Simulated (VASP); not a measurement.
# TiC (Fm-3m) in VASP: notebook

Runs on TiC. Level: PBEsol. Tasks: single point.

All numbers are computed with VASP 6.6.1; they aren't measurements. Logs are shortened: lines on timing, memory, paths and dates and some standing lists are left out, and cuts for length are marked.

## Step 1: The cell of the first run

Symmetry: Fm-3m, No. 225, cubic system. Conventional cell: a = 4.293 Å, b = 4.293 Å, c = 4.293 Å, α = 90.00°, β = 90.00°, γ = 90.00°. Ti (site symmetry m-3m) has 6 C at 2.15 Å within 2.8 Å. C (site symmetry m-3m) has 6 Ti at 2.15 Å within 2.8 Å.

## Step 2: Single point, PBEsol

The input, INCAR:

```
PREC = Accurate
ENCUT = 520
EDIFF = 1E-6
ISMEAR = 0
SIGMA = 0.15
LREAL = F
LASPH = T
NELM = 60
ALGO = Normal
ISIF = 2
LWAVE = F
LCHARG = F
GGA = PS
NBANDS = 15
```

The input, KPOINTS:

```
regular mesh
0
Gamma
  14 14 14
```

The input, POSCAR:

```
TiC
1.0
    0.0000000000      2.1466854677      2.1466854677
    2.1466854677      0.0000000000      2.1466854677
    2.1466854677      2.1466854677      0.0000000000
Ti C
1 1
Direct
    0.0000000000      0.0000000000      0.0000000000
    0.5000000000      0.5000000000      0.5000000000
```

Potentials or basis: VASP PAW PBE potentials, release 64 (Ti_sv, C).

The run is started by

```console
$ cat potpaw_PBE.64/Ti_sv/POTCAR potpaw_PBE.64/C/POTCAR > POTCAR
$ mpirun -np 1 vasp_std > vasp.out
```

OUTCAR:

```text
PREC = Accurate
   ENCUT = 520
   EDIFF = 1E-6
   ISMEAR = 0
   LREAL = F
   LASPH = T
   NELM = 60
   ISIF = 2
   GGA = PS

 ion  position               nearest neighbor table
   1  0.000  0.000  0.000-   2 2.15   2 2.15   2 2.15   2 2.15   2 2.15   2 2.15
   2  0.500  0.500  0.500-   1 2.15   1 2.15   1 2.15   1 2.15   1 2.15   1 2.15

  LATTYP: Found a face centered cubic cell.
 ALAT       =     4.2933709354

  Lattice vectors:

 A1 = (   0.0000000000,   2.1466854677,   2.1466854677)
 A2 = (   2.1466854677,   0.0000000000,   2.1466854677)
 A3 = (   2.1466854677,   2.1466854677,   0.0000000000)

Analysis of symmetry for initial positions (statically):
=====================================================================
 Subroutine PRICEL returns:
 Original cell was already a primitive cell.

 Routine SETGRP: Setting up the symmetry group for a
 face centered cubic supercell.

 Subroutine GETGRP returns: Found 48 space group operations
 (whereof 48 operations were pure point group operations)
 out of a pool of 48 trial point group operations.

The static configuration has the point symmetry O_h .

Analysis of symmetry for dynamics (positions and initial velocities):
=====================================================================
 Subroutine PRICEL returns:
 Original cell was already a primitive cell.

 Routine SETGRP: Setting up the symmetry group for a
 face centered cubic supercell.

 Subroutine GETGRP returns: Found 48 space group operations
 (whereof 48 operations were pure point group operations)
 out of a pool of 48 trial point group operations.

The dynamic configuration has the point symmetry O_h .

 Subroutine INISYM returns: Found 48 space group operations
 (whereof 48 operations are pure point group operations),
 and found     1 'primitive' translations

----------------------------------------------------------------------------------------

                                     Primitive cell

  volume of cell :      19.7850

  direct lattice vectors                    reciprocal lattice vectors
     0.000000000  2.146685468  2.146685468    -0.232917215  0.232917215  0.232917215
     2.146685468  0.000000000  2.146685468     0.232917215 -0.232917215  0.232917215
     2.146685468  2.146685468  0.000000000     0.232917215  0.232917215 -0.232917215

  length of vectors
     3.035871703  3.035871703  3.035871703     0.403424450  0.403424450  0.403424450

  position of ions in fractional coordinates (direct lattice)
     0.000000000  0.000000000  0.000000000
     0.500000000  0.500000000  0.500000000

  ion indices of the primitive-cell ions
   primitive index   ion index
                 1           1
                 2           2

----------------------------------------------------------------------------------------

 KPOINTS: regular mesh

Automatic generation of k-mesh.
 Grid dimensions read from file:
 generate k-points for:   14   14   14

 Generating k-lattice:

  Cartesian coordinates                     Fractional coordinates (reciprocal lattice)
    -0.016636944  0.016636944  0.016636944     0.071428571  0.000000000  0.000000000
     0.016636944 -0.016636944  0.016636944     0.000000000  0.071428571  0.000000000
     0.016636944  0.016636944 -0.016636944     0.000000000  0.000000000  0.071428571

  Length of vectors
     0.028816032  0.028816032  0.028816032

  Shift w.r.t. Gamma in fractional coordinates (k-lattice)
     0.000000000  0.000000000  0.000000000

 Subroutine IBZKPT returns following result:
 ===========================================

 Found    104 irreducible k-points:

 Following reciprocal coordinates:
            Coordinates               Weight
  0.000000  0.000000  0.000000      1.000000
  0.071429  0.000000  0.000000      8.000000
  0.142857  0.000000  0.000000      8.000000
  0.214286  0.000000  0.000000      8.000000
  0.285714  0.000000  0.000000      8.000000
  0.357143  0.000000  0.000000      8.000000
[... 16 lines left out ...]
  0.214286  0.142857  0.000000     24.000000
  0.285714  0.142857  0.000000     24.000000
 [... further k-points ...]
   k-points           NKPTS =    104   k-points in BZ     NKDIM =    104   number of bands    NBANDS=     15
   number of dos      NEDOS =    301   number of ions     NIONS =      2
   total plane-waves  NPLWV =  13824
   dimension x,y,z NGX =    24 NGY =   24 NGZ =   24
   dimension x,y,z NGXF=    48 NGYF=   48 NGZF=   48
   ions per type =               1   1
   NGX,Y,Z   is equivalent  to a cutoff of  13.14, 13.14, 13.14 a.u.
   NGXF,Y,Z  is equivalent  to a cutoff of  26.29, 26.29, 26.29 a.u.
 SYSTEM =  unknown system
   PREC   = accura    normal or accurate (medium, high low for compatibility)
   ISTART =      0    job   : 0-new  1-cont  2-samecut
   ICHARG =      2    charge: 1-file 2-atom 10-const
   ISPIN  =      1    spin polarized calculation?
   LNONCOLLINEAR =      F non collinear calculations
   LSORBIT =      F    spin-orbit coupling
   LASPH  =      T    aspherical Exc in radial PAW
   ENCUT  =  520.0 eV  38.22 Ry    6.18 a.u.   5.64  5.64  5.64*2*pi/ulx,y,z
   NELM   =     60;   NELMIN=  2; NELMDL= -5     # of ELM steps
   EDIFF  = 0.1E-05   stopping-criterion for ELM
   LREAL  =      F    real-space projection
   EDIFFG = 0.1E-04   stopping-criterion for IOM
   NSW    =      0    number of steps for IOM
   IBRION =     -1    ionic relax: 0-MD 1-quasi-New 2-CG
   NFREE  =      0    steps in history (QN), initial steepest desc. (CG)
   ISIF   =      2    stress and relaxation
   ISYM   =      2    0-nonsym 1-usesym 2-fastsym
   POTIM  = 0.5000    time-step for ionic-motion
   TEBEG  =    0.0;   TEEND  =   0.0 temperature during run
   PSTRESS=    0.0 pullay stress
   NELECT =      16.0000    total number of electrons
   NUPDOWN=      -1.0000    fix difference up-down
   EMIN   =  10.00;   EMAX   =-10.00  energy-range for DOS
   EFERMI =   0.00;   METHOD = LEGACY
   ISMEAR =     0;   SIGMA  =   0.15  broadening in eV -4-tet -1-fermi 0-gaus
   EFERMI_NEDOS =   21; number of points for ismear=-14 and -15
   IALGO  =     38    algorithm
   IMIX   =      4    mixing-type and parameters
     AMIX     =   0.40;   BMIX     =  1.00
     AMIX_MAG =   1.60;   BMIX_MAG =  1.00
  volume/ion in A,a.u.               =       9.89        66.76
  Fermi-wavevector in a.u.,A,eV,Ry     =   1.525234  2.882274 31.651750  2.326338
  Thomas-Fermi vector in A             =   2.633432
   LORBIT       =      0    0 simple, 1 ext, 2 COOP (PROOUT), +10 PAW based schemes
   GGA     = PS    functional components
   LHFCALC =     F    Hartree Fock is set to
   AEXX    =    0.0000 exact exchange contribution
   IVDW    =     0    specifies the selected vdW correction
   LEPSILON=     F    determine dielectric tensor
   LRPA    =     F    only Hartree local field effects (RPA)
 non-spin polarized calculation
 Gauss-broadening in eV      SIGMA  =   0.15
  energy-cutoff  :      520.00
  volume of cell :       19.78
 maximum number of plane-waves:       544
   NGX = 11   NGY = 11   NGZ = 11

 number of electron      16.0000003 magnetization

 Free energy of the ion-electron system (eV)
  ---------------------------------------------------
  ext. energy  EPLUGINS =         0.00000000
  ---------------------------------------------------
  free energy    TOTEN  =       -19.80358921 eV

  energy without entropy =      -19.80007285  energy(sigma->0) =      -19.80183103

 E-fermi :   9.6036     XC(G=0): -12.9979

 val. band max:        9.5590016391   @ k =   0.0714   0.0714   0.0000
 cond. band min:       9.6072272207   @ k =   0.3571   0.2857   0.0000
 fundamental gap:      0.0482255816
 Fermi energy:         9.6035825376

 k-point     1 :       0.0000    0.0000    0.0000
  band No.  band energies     occupation
      1     -46.6375      2.00000
      2     -22.7495      2.00000
      3     -22.7495      2.00000
      4     -22.7495      2.00000
      5      -2.8754      2.00000
      6      10.2878      0.00000
      7      10.2878      0.00000
      8      10.2878      0.00000
      9      11.3538      0.00000
     10      11.3538      0.00000
     11      11.3538      0.00000
     12      11.3981      0.00000
     13      11.3981      0.00000
     14      20.4860      0.00000
     15      23.6472      0.00000

 k-point     2 :       0.0714    0.0000    0.0000
  band No.  band energies     occupation
      1     -46.6334      2.00000
      2     -22.7784      2.00000
      3     -22.7522      2.00000
      4     -22.7522      2.00000
      5      -2.7552      2.00000
      6       9.7304      0.23196
      7      10.0035      0.00016
      8      10.0035      0.00016
      9      10.6418      0.00000
     10      10.6418      0.00000
     11      11.6450      0.00000
     12      12.5709      0.00000
     13      12.5709      0.00000
     14      20.6887      0.00000
     15      23.7170      0.00000

 k-point     3 :       0.1429    0.0000    0.0000
  band No.  band energies     occupation
      1     -46.6218      2.00000
      2     -22.8586      2.00000
      3     -22.7596      2.00000
      4     -22.7596      2.00000
      5      -2.4044      2.00000
      6       8.6632      2.00000
      7       9.0884      2.00000
      8       9.0884      2.00000
      9      10.8042      0.00000
     10      10.8042      0.00000
     11      12.0216      0.00000
     12      13.8323      0.00000
     13      13.8323      0.00000
     14      21.1325      0.00000
     15      23.7896      0.00000

 k-point     4 :       0.2143    0.0000    0.0000
  band No.  band energies     occupation
      1     -46.6049      2.00000
      2     -22.9728      2.00000
      3     -22.7704      2.00000
      4     -22.7704      2.00000
      5      -1.8521      2.00000
      6       7.4420      2.00000
      7       8.2373      2.00000
      8       8.2373      2.00000
      9      11.1878      0.00000
     10      11.1878      0.00000
     11      12.3582      0.00000
     12      15.0770      0.00000
     13      15.0770      0.00000
     14      21.2391      0.00000
     15      23.9518      0.00000
[... 307 lines left out ...]
 k-point    22 :       0.1429    0.1429    0.0000
  band No.  band energies     occupation
      1     -46.6165      2.00000
      2     -22.8500      2.00000
      3     -22.7851      2.00000
      4     -22.7851      2.00000
      5      -2.2747      2.00000
      6       7.8964      2.00000
      7       9.4985      1.67800
      8       9.4985      1.67800
      9       9.7285      0.23893
     10      11.5824      0.00000
     11      12.6373      0.00000
     12      12.6373      0.00000
     13      14.5765      0.00000
     14      21.5690      0.00000
     15      24.0089      0.00000

 k-point    23 :       0.2143    0.1429    0.0000
  band No.  band energies     occupation
      1     -46.6039      2.00000
      2     -22.9233      2.00000
      3     -22.8020      2.00000
      4     -22.7958      2.00000
      5      -1.9027      2.00000
      6       7.1310      2.00000
      7       8.7641      2.00000
      8       9.1066      2.00000
      9       9.9975      0.00020
     10      11.6747      0.00000
     11      12.9354      0.00000
     12      13.3617      0.00000
     13      15.3506      0.00000
     14      22.0489      0.00000
     15      24.0386      0.00000

 k-point    24 :       0.2857    0.1429    0.0000
  band No.  band energies     occupation
      1     -46.5874      2.00000
      2     -23.0254      2.00000
      3     -22.8173      2.00000
      4     -22.8079      2.00000
      5      -1.3687      2.00000
      6       6.3773      2.00000
      7       7.9097      2.00000
      8       8.4763      2.00000
      9      10.4316      0.00000
     10      11.9901      0.00000
     11      13.1428      0.00000
     12      14.3014      0.00000
     13      16.2398      0.00000
     14      22.0227      0.00000
     15      24.1261      0.00000

 [... further k-points ...]

------------------------ aborting loop because EDIFF is reached ----------------------------------------

  FORCE on cell =-STRESS in cart. coord.  units (eV):
  Direction    XX          YY          ZZ          XY          YZ          ZX
  --------------------------------------------------------------------------------------
  -------------------------------------------------------------------------------------
  Total        0.0314554      0.0314554      0.0314554      0.0000000      0.0000000      0.0000000
  in kB        2.5472421      2.5472421      2.5472421      0.0000000      0.0000000      0.0000000
  external PRESSURE =       2.5472421 kB  Pullay stress =       0.0000000 kB

 VOLUME and BASIS-vectors are now :
 -----------------------------------------------------------------------------
  energy-cutoff  :      520.00
  volume of cell :       19.78
      direct lattice vectors                 reciprocal lattice vectors
     0.000000000  2.146685468  2.146685468    -0.232917215  0.232917215  0.232917215
     2.146685468  0.000000000  2.146685468     0.232917215 -0.232917215  0.232917215
     2.146685468  2.146685468  0.000000000     0.232917215  0.232917215 -0.232917215

 POSITION                                       TOTAL-FORCE (eV/Angst)
 -----------------------------------------------------------------------------------
      0.00000      0.00000      0.00000        -0.000000      0.000000     -0.000000
      2.14669      2.14669      2.14669         0.000000     -0.000000      0.000000
 -----------------------------------------------------------------------------------
    total drift:                                0.000000     -0.000000     -0.000000

  FREE ENERGIE OF THE ION-ELECTRON SYSTEM (eV)
  ---------------------------------------------------
  free  energy   TOTEN  =       -19.8035892064 eV

  energy  without entropy=      -19.8000728526  energy(sigma->0) =      -19.80183103
```

Run time: 31 s. Hardware: 1 thread of AMD EPYC 7R13 (Zen 3), shared host; peak memory 0.13 GiB.

What came out:

* Free energy: -19.8036 eV
* Pressure: 0.3 GPa
* Band gap on the k mesh: zero (band 8 reaches 10.29 eV, above the bottom of band 9 at 9.21 eV)

Levels at points of the mesh, in eV from the Fermi level:
| k point | band 4 | band 5 | band 6 | band 7 | band 8 | band 9 | band 10 | band 11 | band 12 | band 13 |
| --- | --- | --- | --- | --- | --- | --- | --- | --- | --- | --- |
| (0.00, 0.00, 0.00) | -32.35 | -12.48 | 0.68 | 0.68 | 0.68 | 1.75 | 1.75 | 1.75 | 1.79 | 1.79 |
| (0.50, 0.00, 0.00) | -32.41 | -8.83 | -5.98 | -2.97 | -2.97 | 3.04 | 3.04 | 4.27 | 8.32 | 8.49 |
| (0.50, 0.50, 0.00) | -32.54 | -10.15 | -3.45 | -1.74 | 0.01 | 0.01 | 2.85 | 3.67 | 3.67 | 6.13 |

Caveat: the PAW data sets were made with another functional, which shifts forces and pressure a little.

## Step 3: Single point, PBEsol

This run uses another cell than the first one: it holds 4 atoms, not 2.

The input, INCAR:

```
  PREC = Accurate
  ENCUT = 520
  EDIFF = 1E-6
  ISMEAR = 0
  SIGMA = 0.15
  LREAL = False
  LASPH = True
  NELM = 60
  ALGO = Normal
  ISIF = 2
  LWAVE = False
  LCHARG = False
  GGA = PS
  NBANDS = 24
```

The input, KPOINTS:

```
Automatic mesh
0
Gamma
  12 12 8
```

The input, POSCAR:

```
TiC
1.0
    0.0000000000     -2.1466854677     -2.1466854677
    0.0000000000      2.1466854677     -2.1466854677
    4.2933709355      0.0000000000      0.0000000000
Ti C
2 2
Direct
    0.5000000000      0.5000000000      0.5000000000
    0.0000000000      0.0000000000      0.0000000000
    0.5000000000      0.5000000000      0.0000000000
    0.0000000000      0.0000000000      0.5000000000
```

Potentials or basis: VASP PAW PBE potentials, release 64 (Ti_sv, C).

The run is started by

```console
$ cat potpaw_PBE.64/Ti_sv/POTCAR potpaw_PBE.64/C/POTCAR > POTCAR
$ mpirun -np 1 vasp_std > vasp.out
```

Run time: 1.8 min. Hardware: 1 thread of AMD EPYC 7R13 (Zen 3), shared host; peak memory 0.2 GiB.

The run converged. Its results:

```
Free energy            : -39.6084 eV
Pressure               : 0.2 GPa
Band gap on the k mesh : zero (band 16 reaches 10.29 eV, above the bottom of band 17 at 9.20 eV)
```

Levels at points of the mesh, in eV from the Fermi level:
```
           k point  band 14  band 15  band 16  band 17  band 18  band 19
(0.00, 0.00, 0.00)    -0.02     0.65     0.66     0.66     1.72     1.72
(0.50, 0.00, 0.00)    -2.80    -2.65    -2.65     2.19     2.19     3.26
(0.50, 0.50, 0.00)    -1.77    -0.02    -0.02    -0.02    -0.02     2.82
(0.00, 0.00, 0.50)    -0.70    -0.43    -0.43    -0.43    -0.43     2.27
(0.50, 0.00, 0.50)    -3.00    -3.00    -3.00     3.01     3.01     3.01
(0.50, 0.50, 0.50)    -3.23    -2.78    -2.78     2.86     2.86     2.86
```

Caveat: the PAW data sets were made with another functional, which shifts forces and pressure a little.

## Step 4: Single point, PBEsol (strained)

The input, INCAR:

```
ALGO = Normal
EDIFF = 1E-6
ENCUT = 520
GGA = PS
ISIF = 2
ISMEAR = 0
LASPH = True
LCHARG = False
LREAL = False
LWAVE = False
NBANDS = 15
NELM = 100
PREC = Accurate
SIGMA = 0.1
```

The input, KPOINTS:

```
k-points
0
Gamma
  16 16 16
```

The input, POSCAR:

```
TiC
1.0
    0.0000000000      2.2262150000      2.2262150000
    2.2262150000      0.0000000000      2.2262150000
    2.2262150000      2.2262150000      0.0000000000
Ti C
1 1
Direct
    0.0000000000      0.0000000000      0.0000000000
    0.5000000000      0.5000000000      0.5000000000
```

The run is started by

```console
$ cat potpaw_PBE.64/Ti_sv/POTCAR potpaw_PBE.64/C/POTCAR > POTCAR
$ mpirun -np 1 vasp_std > vasp.out
```

Run time: 21 s. Hardware: 1 thread of Intel Xeon 6975P-C (Granite Rapids), shared host; peak memory 0.17 GiB.

Results (log left out):

| Quantity | Value |
| --- | --- |
| Free energy | -19.6246 eV |
| Pressure | -23.2 GPa |
| Band gap on the k mesh | zero (band 8 reaches 8.99 eV, above the bottom of band 9 at 7.97 eV) |

Levels at points of the mesh, in eV from the Fermi level:
| k point | band 6 | band 7 | band 8 | band 9 | band 10 | band 11 |
| --- | --- | --- | --- | --- | --- | --- |
| (0.00, 0.00, 0.00) | 0.64 | 0.64 | 0.64 | 1.56 | 1.56 | 1.61 |
| (0.50, 0.00, 0.00) | -5.49 | -2.63 | -2.63 | 2.61 | 2.61 | 3.66 |
| (0.50, 0.50, 0.00) | -3.35 | -1.43 | -0.07 | -0.07 | 2.45 | 3.14 |

Caveat: the cell differs from its parent crystal (strained); the PAW data sets were made with another functional, which shifts forces and pressure a little.

## Step 5: The runs side by side

```csv
cell,k mesh,smearing,gap on the mesh (eV),pressure (GPa)
"a = 3.036 Å, angles 60.0°, 2 atoms",14 × 14 × 14,gaussian 0.15 eV,none,0.3
"a = 3.036, b = 3.036, c = 4.293 Å, 4 atoms",12 × 12 × 8,gaussian 0.15 eV,none,0.2
"a = 3.148 Å, angles 60.0°, 2 atoms",16 × 16 × 16,gaussian 0.1 eV,none,-23.2
```

Alike in all rows: task single point; level PBEsol; potentials or basis VASP PAW PBE potentials, release 64 (Ti_sv, C); no spin polarisation; cutoff (eV) 520.

Caveats: the PAW data sets were made with another functional, which shifts forces and pressure a little.

Total energies depend on the potentials used, so only differences within one code and one set of settings carry meaning.
